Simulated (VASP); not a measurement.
# MgO (Pm-3m) in VASP: further runs

MgO is run at these levels: PBEsol; tasks: single point.

Everything below comes from runs of VASP 6.6.1. Logs are shortened: lines on timing, memory, paths and dates and some standing lists are left out, and cuts for length are marked.

## 1. The cell of the first run

The structure is cubic, space group Pm-3m (No. 221). Conventional cell: a = 2.269 Å, b = 2.269 Å, c = 2.269 Å, α = 90.00°, β = 90.00°, γ = 90.00°. Within 2.6 Å of Mg (site symmetry m-3m) lie 8 O at 1.97 Å and 6 Mg at 2.27 Å. O (site symmetry m-3m) has 8 Mg at 1.97 Å and 6 O at 2.27 Å within 2.6 Å.

## 2. Single point, PBEsol (volume scaled by 0.640)

The input, INCAR:

```
  ALGO = Normal
  EDIFF = 1E-6
  ENCUT = 520
  GGA = PS
  ISIF = 2
  ISMEAR = 0
  LASPH = T
  LCHARG = F
  LREAL = F
  LWAVE = F
  NBANDS = 11
  NELM = 80
  PREC = Accurate
  SIGMA = 0.05
```

The input, KPOINTS:

```
k-points
0
Gamma
  14 14 14
```

The input, POSCAR:

```
MgO
1.0
    2.2691903285      0.0000000000      0.0000000000
    0.0000000000      2.2691903285      0.0000000000
    0.0000000000      0.0000000000      2.2691903285
Mg O
1 1
Direct
    0.0000000000      0.0000000000      0.0000000000
    0.5000000000      0.5000000000      0.5000000000
```

Potentials or basis: VASP PAW PBE potentials, release 64 (Mg, O).

The run is started by

```console
$ cat potpaw_PBE.64/Mg/POTCAR potpaw_PBE.64/O/POTCAR > POTCAR
$ mpirun -np 1 vasp_std > vasp.out
```

OUTCAR:

```text
EDIFF = 1E-6
   ENCUT = 520
   GGA = PS
   ISIF = 2
   ISMEAR = 0
   LASPH = T
   LREAL = F
   NELM = 80
   PREC = Accurate

 ion  position               nearest neighbor table
   1  0.000  0.000  0.000-   2 1.97   2 1.97   2 1.97   2 1.97   2 1.97   2 1.97   2 1.97   2 1.97

   2  0.500  0.500  0.500-   1 1.97   1 1.97   1 1.97   1 1.97   1 1.97   1 1.97   1 1.97   1 1.97

  LATTYP: Found a simple cubic cell.
 ALAT       =     2.2691903285

  Lattice vectors:

 A1 = (   2.2691903285,   0.0000000000,   0.0000000000)
 A2 = (   0.0000000000,   2.2691903285,   0.0000000000)
 A3 = (   0.0000000000,   0.0000000000,   2.2691903285)

Analysis of symmetry for initial positions (statically):
=====================================================================
 Subroutine PRICEL returns:
 Original cell was already a primitive cell.

 Routine SETGRP: Setting up the symmetry group for a
 simple cubic supercell.

 Subroutine GETGRP returns: Found 48 space group operations
 (whereof 48 operations were pure point group operations)
 out of a pool of 48 trial point group operations.

The static configuration has the point symmetry O_h .

Analysis of symmetry for dynamics (positions and initial velocities):
=====================================================================
 Subroutine PRICEL returns:
 Original cell was already a primitive cell.

 Routine SETGRP: Setting up the symmetry group for a
 simple cubic supercell.

 Subroutine GETGRP returns: Found 48 space group operations
 (whereof 48 operations were pure point group operations)
 out of a pool of 48 trial point group operations.

The dynamic configuration has the point symmetry O_h .

 Subroutine INISYM returns: Found 48 space group operations
 (whereof 48 operations are pure point group operations),
 and found     1 'primitive' translations

----------------------------------------------------------------------------------------

                                     Primitive cell

  volume of cell :      11.6846

  direct lattice vectors                    reciprocal lattice vectors
     2.269190329  0.000000000  0.000000000     0.440685820  0.000000000  0.000000000
     0.000000000  2.269190329  0.000000000     0.000000000  0.440685820  0.000000000
     0.000000000  0.000000000  2.269190329     0.000000000  0.000000000  0.440685820

  length of vectors
     2.269190329  2.269190329  2.269190329     0.440685820  0.440685820  0.440685820

  position of ions in fractional coordinates (direct lattice)
     0.000000000  0.000000000  0.000000000
     0.500000000  0.500000000  0.500000000

  ion indices of the primitive-cell ions
   primitive index   ion index
                 1           1
                 2           2

----------------------------------------------------------------------------------------

 KPOINTS: k-points

Automatic generation of k-mesh.
 Grid dimensions read from file:
 generate k-points for:   14   14   14

 Generating k-lattice:

  Cartesian coordinates                     Fractional coordinates (reciprocal lattice)
     0.031477559  0.000000000  0.000000000     0.071428571  0.000000000  0.000000000
     0.000000000  0.031477559  0.000000000     0.000000000  0.071428571  0.000000000
     0.000000000  0.000000000  0.031477559     0.000000000  0.000000000  0.071428571

  Length of vectors
     0.031477559  0.031477559  0.031477559

  Shift w.r.t. Gamma in fractional coordinates (k-lattice)
     0.000000000  0.000000000  0.000000000

 Subroutine IBZKPT returns following result:
 ===========================================

 Found    120 irreducible k-points:

 Following reciprocal coordinates:
            Coordinates               Weight
  0.000000  0.000000  0.000000      1.000000
  0.071429  0.000000  0.000000      6.000000
  0.142857  0.000000  0.000000      6.000000
  0.214286  0.000000  0.000000      6.000000
  0.285714  0.000000  0.000000      6.000000
  0.357143  0.000000  0.000000      6.000000
[... 16 lines left out ...]
  0.285714  0.214286  0.000000     24.000000
  0.357143  0.214286  0.000000     24.000000
 [... further k-points ...]
   k-points           NKPTS =    120   k-points in BZ     NKDIM =    120   number of bands    NBANDS=     11
   number of dos      NEDOS =    301   number of ions     NIONS =      2
   total plane-waves  NPLWV =   5832
   dimension x,y,z NGX =    18 NGY =   18 NGZ =   18
   dimension x,y,z NGXF=    36 NGYF=   36 NGZF=   36
   ions per type =               1   1
   NGX,Y,Z   is equivalent  to a cutoff of  13.19, 13.19, 13.19 a.u.
   NGXF,Y,Z  is equivalent  to a cutoff of  26.37, 26.37, 26.37 a.u.
 SYSTEM =  unknown system
   PREC   = accura    normal or accurate (medium, high low for compatibility)
   ISTART =      0    job   : 0-new  1-cont  2-samecut
   ICHARG =      2    charge: 1-file 2-atom 10-const
   ISPIN  =      1    spin polarized calculation?
   LNONCOLLINEAR =      F non collinear calculations
   LSORBIT =      F    spin-orbit coupling
   LASPH  =      T    aspherical Exc in radial PAW
   ENCUT  =  520.0 eV  38.22 Ry    6.18 a.u.   4.22  4.22  4.22*2*pi/ulx,y,z
   NELM   =     80;   NELMIN=  2; NELMDL= -5     # of ELM steps
   EDIFF  = 0.1E-05   stopping-criterion for ELM
   LREAL  =      F    real-space projection
   EDIFFG = 0.1E-04   stopping-criterion for IOM
   NSW    =      0    number of steps for IOM
   IBRION =     -1    ionic relax: 0-MD 1-quasi-New 2-CG
   NFREE  =      0    steps in history (QN), initial steepest desc. (CG)
   ISIF   =      2    stress and relaxation
   ISYM   =      2    0-nonsym 1-usesym 2-fastsym
   POTIM  = 0.5000    time-step for ionic-motion
   TEBEG  =    0.0;   TEEND  =   0.0 temperature during run
   PSTRESS=    0.0 pullay stress
   NELECT =       8.0000    total number of electrons
   NUPDOWN=      -1.0000    fix difference up-down
   EMIN   =  10.00;   EMAX   =-10.00  energy-range for DOS
   EFERMI =   0.00;   METHOD = LEGACY
   ISMEAR =     0;   SIGMA  =   0.05  broadening in eV -4-tet -1-fermi 0-gaus
   EFERMI_NEDOS =   21; number of points for ismear=-14 and -15
   IALGO  =     38    algorithm
   IMIX   =      4    mixing-type and parameters
     AMIX     =   0.40;   BMIX     =  1.00
     AMIX_MAG =   1.60;   BMIX_MAG =  1.00
  volume/ion in A,a.u.               =       5.84        39.43
  Fermi-wavevector in a.u.,A,eV,Ry     =   1.442892  2.726671 28.326487  2.081938
  Thomas-Fermi vector in A             =   2.561361
   LORBIT       =      0    0 simple, 1 ext, 2 COOP (PROOUT), +10 PAW based schemes
   GGA     = PS    functional components
   LHFCALC =     F    Hartree Fock is set to
   AEXX    =    0.0000 exact exchange contribution
   IVDW    =     0    specifies the selected vdW correction
   LEPSILON=     F    determine dielectric tensor
   LRPA    =     F    only Hartree local field effects (RPA)
 non-spin polarized calculation
 Gauss-broadening in eV      SIGMA  =   0.05
  energy-cutoff  :      520.00
  volume of cell :       11.68
 maximum number of plane-waves:       324
 NGX is ok and might be reduce to    18
   NGX =  9   NGY =  9   NGZ =  9

 number of electron       8.0000005 magnetization

 Free energy of the ion-electron system (eV)
  ---------------------------------------------------
  ext. energy  EPLUGINS =         0.00000000
  ---------------------------------------------------
  free energy    TOTEN  =        -8.71181575 eV

  energy without entropy =       -8.71181575  energy(sigma->0) =       -8.71181575

 E-fermi :  10.2926     XC(G=0): -13.8725

 val. band max:       10.0655908553   @ k =   0.5000   0.5000   0.0000
 cond. band min:      16.4776702168   @ k =   0.5000   0.5000   0.0000
 fundamental gap:      6.4120793615
 Fermi energy:        10.2925695413

 k-point     1 :       0.0000    0.0000    0.0000
  band No.  band energies     occupation
      1     -12.3328      2.00000
      2       8.4532      2.00000
      3       8.4532      2.00000
      4       8.4532      2.00000
      5      18.2431      0.00000
      6      20.7203      0.00000
      7      20.7203      0.00000
      8      38.9150      0.00000
      9      38.9150      0.00000
     10      38.9150      0.00000
     11      43.9317      0.00000

 k-point     2 :       0.0714    0.0000    0.0000
  band No.  band energies     occupation
      1     -12.2367      2.00000
      2       7.8686      2.00000
      3       8.4784      2.00000
      4       8.4784      2.00000
      5      18.5044      0.00000
      6      20.8661      0.00000
      7      21.1702      0.00000
      8      38.6463      0.00000
      9      38.6463      0.00000
     10      38.9035      0.00000
     11      43.2903      0.00000

 k-point     3 :       0.1429    0.0000    0.0000
  band No.  band energies     occupation
      1     -11.9552      2.00000
      2       6.4488      2.00000
      3       8.5499      2.00000
      4       8.5499      2.00000
      5      19.0478      0.00000
      6      21.3027      0.00000
      7      22.3578      0.00000
      8      37.8380      0.00000
      9      37.8380      0.00000
     10      38.9908      0.00000
     11      42.2040      0.00000

 k-point     4 :       0.2143    0.0000    0.0000
  band No.  band energies     occupation
      1     -11.5136      2.00000
      2       4.7159      2.00000
      3       8.6554      2.00000
      4       8.6554      2.00000
      5      19.6834      0.00000
      6      22.0275      0.00000
      7      23.7528      0.00000
      8      36.6432      0.00000
      9      36.6432      0.00000
     10      38.9333      0.00000
     11      39.4628      0.00000
[... 239 lines left out ...]
 k-point    22 :       0.2143    0.2143    0.0000
  band No.  band energies     occupation
      1     -10.7693      2.00000
      2       5.0350      2.00000
      3       5.4563      2.00000
      4       8.9255      2.00000
      5      21.2122      0.00000
      6      22.8798      0.00000
      7      24.9908      0.00000
      8      32.9537      0.00000
      9      36.3027      0.00000
     10      37.2372      0.00000
     11      37.2562      0.00000

 k-point    23 :       0.2857    0.2143    0.0000
  band No.  band energies     occupation
      1     -10.2715      2.00000
      2       3.6229      2.00000
      3       5.6001      2.00000
      4       9.0872      2.00000
      5      21.8065      0.00000
      6      22.6921      0.00000
      7      25.7586      0.00000
      8      32.2230      0.00000
      9      35.2516      0.00000
     10      36.7327      0.00000
     11      36.9439      0.00000

 k-point    24 :       0.3571    0.2143    0.0000
  band No.  band energies     occupation
      1      -9.7576      2.00000
      2       2.2706      2.00000
      3       5.9044      2.00000
      4       9.2377      2.00000
      5      21.7787      0.00000
      6      22.9533      0.00000
      7      26.2648      0.00000
      8      31.5279      0.00000
      9      34.1537      0.00000
     10      36.6117      0.00000
     11      37.2814      0.00000

 [... further k-points ...]
[... 5 lines left out ...]
  --------------------------------------------------------------------------------------
  -------------------------------------------------------------------------------------
  Total       12.1210964     12.1210964     12.1210964      0.0000000      0.0000000     -0.0000000
  in kB     1662.0332861   1662.0332861   1662.0332861      0.0000000      0.0000000     -0.0000000
  external PRESSURE =    1662.0332861 kB  Pullay stress =       0.0000000 kB

 VOLUME and BASIS-vectors are now :
 -----------------------------------------------------------------------------
  energy-cutoff  :      520.00
  volume of cell :       11.68
      direct lattice vectors                 reciprocal lattice vectors
     2.269190329  0.000000000  0.000000000     0.440685820  0.000000000  0.000000000
     0.000000000  2.269190329  0.000000000     0.000000000  0.440685820  0.000000000
     0.000000000  0.000000000  2.269190329     0.000000000  0.000000000  0.440685820

 POSITION                                       TOTAL-FORCE (eV/Angst)
 -----------------------------------------------------------------------------------
      0.00000      0.00000      0.00000         0.000000      0.000000      0.000000
      1.13460      1.13460      1.13460         0.000000      0.000000      0.000000
 -----------------------------------------------------------------------------------
    total drift:                                0.000000     -0.000000      0.000000

  FREE ENERGIE OF THE ION-ELECTRON SYSTEM (eV)
  ---------------------------------------------------
  free  energy   TOTEN  =        -8.7118157473 eV

  energy  without entropy=       -8.7118157473  energy(sigma->0) =       -8.71181575
```

Wall time 6.8 s (1 thread of Intel Xeon Platinum 8488C (Sapphire Rapids), shared host); peak memory 0.13 GiB.

What came out:

```yaml
Free_energy: -8.7118 eV
Pressure: 166.2 GPa
Band_gap_on_the_k_mesh: 6.41 eV, direct
```

Levels at points of the mesh, in eV from the valence-band top:
```tsv
k point	band 1	band 2	band 3	band 4	band 5	band 6	band 7	band 8	band 9
(0.00, 0.00, 0.00)	-22.40	-1.61	-1.61	-1.61	8.18	10.65	10.65	28.85	28.85
(0.50, 0.00, 0.00)	-19.80	-9.90	-1.07	-1.07	11.86	15.20	16.59	19.52	23.44
(0.50, 0.50, 0.00)	-18.15	-7.42	-7.42	0.00	6.41	17.33	17.81	17.81	22.63
(0.50, 0.50, 0.50)	-16.03	-6.42	-6.42	-6.42	9.53	9.53	9.53	25.43	25.43
```

Caveat: the PAW data sets were made with another functional, which shifts forces and pressure a little. A k mesh can miss the band edges.

## 3. Single point, PBEsol (volume scaled by 0.680)

The input, INCAR:

```
SYSTEM = MgO
PREC = Accurate
ENCUT = 520
EDIFF = 1E-6
ISMEAR = 0
SIGMA = 0.05
LREAL = .FALSE.
LASPH = .TRUE.
NELM = 100
ALGO = Normal
ISIF = 2
LWAVE = .FALSE.
LCHARG = .FALSE.
GGA = PS
NBANDS = 11
```

The input, KPOINTS:

```
Automatic mesh
0
G
  14 14 14
  0 0 0
```

The input, POSCAR:

```
MgO
1.0
    2.3155130704      0.0000000000      0.0000000000
    0.0000000000      2.3155130704      0.0000000000
    0.0000000000      0.0000000000      2.3155130704
Mg O
1 1
Direct
    0.0000000000      0.0000000000      0.0000000000
    0.5000000000      0.5000000000      0.5000000000
```

Potentials or basis: VASP PAW PBE potentials, release 64 (Mg, O).

The run is started by

```console
$ cat potpaw_PBE.64/Mg/POTCAR potpaw_PBE.64/O/POTCAR > POTCAR
$ mpirun -np 1 vasp_std > vasp.out
```

Wall time 7 s (1 thread of Intel Xeon Platinum 8488C (Sapphire Rapids), shared host); peak memory 0.13 GiB.

It converged, with:

* Free energy: -9.3769 eV
* Pressure: 126.5 GPa
* Band gap on the k mesh: 6.20 eV, direct

Levels at points of the mesh, in eV from the valence-band top:
```csv
k point,band 1,band 2,band 3,band 4,band 5,band 6,band 7,band 8
"(0.00, 0.00, 0.00)",-21.76,-1.52,-1.52,-1.52,7.18,10.66,10.66,27.49
"(0.50, 0.00, 0.00)",-19.39,-9.38,-0.98,-0.98,11.03,14.27,16.32,19.23
"(0.50, 0.50, 0.00)",-17.84,-7.01,-7.01,0.00,6.20,16.69,16.91,16.91
"(0.50, 0.50, 0.50)",-15.95,-5.96,-5.96,-5.96,9.19,9.19,9.19,24.38
```

Caveat: the PAW data sets were made with another functional, which shifts forces and pressure a little.

## 4. Single point, PBEsol (volume scaled by 0.720)

The input, INCAR:

```
SYSTEM = MgO
ALGO = Normal ; EDIFF = 1E-6
ENCUT = 520 ; GGA = PS
ISIF = 2 ; ISMEAR = 0
LASPH = .True. ; LCHARG = .False.
LREAL = .False. ; LWAVE = .False.
NBANDS = 11 ; NELM = 80
PREC = Accurate ; SIGMA = 0.05
```

The input, KPOINTS:

```
k-points
0
Gamma
  14 14 14
  0 0 0
```

The input, POSCAR:

```
MgO
1.0
    2.3600530468      0.0000000000      0.0000000000
    0.0000000000      2.3600530468      0.0000000000
    0.0000000000      0.0000000000      2.3600530468
Mg O
1 1
Direct
    0.0000000000      0.0000000000      0.0000000000
    0.5000000000      0.5000000000      0.5000000000
```

The run is started by

```console
$ cat potpaw_PBE.64/Mg/POTCAR potpaw_PBE.64/O/POTCAR > POTCAR
$ mpirun -np 1 vasp_std > vasp.out
```

Wall time 7.3 s (1 thread of Intel Xeon Platinum 8488C (Sapphire Rapids), shared host); peak memory 0.13 GiB.

Results (log left out):

- Free energy: -9.8818 eV
- Pressure: 95.6 GPa
- Band gap on the k mesh: 6.00 eV, direct

Levels at points of the mesh, in eV from the valence-band top:
| k point | band 1 | band 2 | band 3 | band 4 | band 5 | band 6 | band 7 | band 8 |
| --- | --- | --- | --- | --- | --- | --- | --- | --- |
| (0.00, 0.00, 0.00) | -21.19 | -1.44 | -1.44 | -1.44 | 6.31 | 10.65 | 10.65 | 26.27 |
| (0.50, 0.00, 0.00) | -19.02 | -8.91 | -0.91 | -0.91 | 10.30 | 13.43 | 16.05 | 18.95 |
| (0.50, 0.50, 0.00) | -17.56 | -6.64 | -6.64 | 0.00 | 6.00 | 16.09 | 16.09 | 16.12 |
| (0.50, 0.50, 0.50) | -15.88 | -5.55 | -5.55 | -5.55 | 8.88 | 8.88 | 8.88 | 23.19 |

Caveat: the PAW data sets were made with another functional, which shifts forces and pressure a little. A k mesh can miss the band edges.

## 5. Overview

```csv
cell,gap on the mesh (eV),pressure (GPa)
"a = 2.269 Å, 2 atoms",6.41,166.2
"a = 2.316 Å, 2 atoms",6.20,126.5
"a = 2.360 Å, 2 atoms",6.00,95.6
```

Alike in all rows: task single point; level PBEsol; potentials or basis VASP PAW PBE potentials, release 64 (Mg, O); no spin polarisation; k mesh 14 × 14 × 14; cutoff (eV) 520; smearing gaussian 0.05 eV.

Caveats: the PAW data sets were made with another functional, which shifts forces and pressure a little.

Absolute energies hang on the potentials; compare differences alone.
